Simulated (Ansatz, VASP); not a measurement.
# Two plane-wave programs on Zr5N2

```
Zr N
1.0
     3.27262    0.00000    0.00000
     0.00000    7.59440    0.00000
     0.00000    0.00000   23.29691
Zr N
10 4
Cartesian
  0.0000 3.7972 7.7407
  0.0000 0.0000 8.2296
  1.6363 5.3599 9.7799
  1.6363 2.2345 9.7799
  0.0000 0.0000 11.2550
  0.0000 3.7972 12.0419
  1.6363 1.5627 13.5170
  1.6363 6.0317 13.5170
  0.0000 3.7972 15.0673
  0.0000 0.0000 15.5563
  0.0000 3.7972 9.8505
  1.6363 0.0000 9.6330
  0.0000 0.0000 13.4464
  1.6363 3.7972 13.6640
```

Alike in both runs: functional PBEsol; k mesh 11 × 5 × 1; occupations gaussian, width 0.1 eV; no spin polarisation.

Ansatz relaxed the structure, and its values are those at the end. VASP's run is a single point on that final structure, the one shown.

|  | VASP | Ansatz |
| --- | --- | --- |
| version | VASP 6.6.1 | Ansatz 0.2.0 |
| potentials or method | VASP PAW PBE potentials, release 64 (Zr_sv, N), cutoff 520 eV | scalar-relativistic, plane waves, PAW |
| valence electrons in the cell | 140 | 140 |

VASP gave:

| Item | Value |
| --- | --- |
| gap on the k mesh at the Fermi level (eV) | none |
| rms of the force components (eV/Å) | 0.010 |
| work function, face that differs most (eV) | 3.08 |

Problem. Which values does Ansatz return?

Solution. gap on the k mesh at the Fermi level (eV): none; rms of the force components (eV/Å): 0.004; work function, face that differs most (eV): 3.09.

VASP's potentials were made for PBE, not for PBEsol. A gap of «none» marks a metal or a gap that the smearing closes. Ansatz's warnings: xc potential rough in thin density.
